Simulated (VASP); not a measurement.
Crystal: GaN.

```
Ga N
1.0
     0.00000    2.26842    2.26842
     2.26842    0.00000    2.26842
     2.26842    2.26842    0.00000
Ga N
1 1
Cartesian
  0.0000 0.0000 0.0000
  1.1342 1.1342 1.1342
```

This cell differs from its parent crystal: volume scaled by 1.02.

Base run:

```yaml
Program: VASP 6.6.1
Functional: PBEsol
Potentials_or_basis: VASP PAW PBE potentials, release 64 (Ga_d, N)
Cutoff: 520 eV
k_mesh: 10 × 10 × 10
Occupations: fermi-dirac, width 0.05 eV
Spin: no spin polarisation
```

Its results: band gap on the k mesh 1.56 eV, direct; pressure -4.8 GPa.

Q: The run is repeated on the same cell with these changes: functional from PBEsol to PBE. What comes out?

A: Band gap on the k mesh 1.60 eV, direct; pressure 1.4 GPa.

PBE binds less tightly than PBEsol, so the same cell stands under more pressure.

Caveats: the PAW data sets were made with another functional, which shifts forces and pressure a little (some runs).

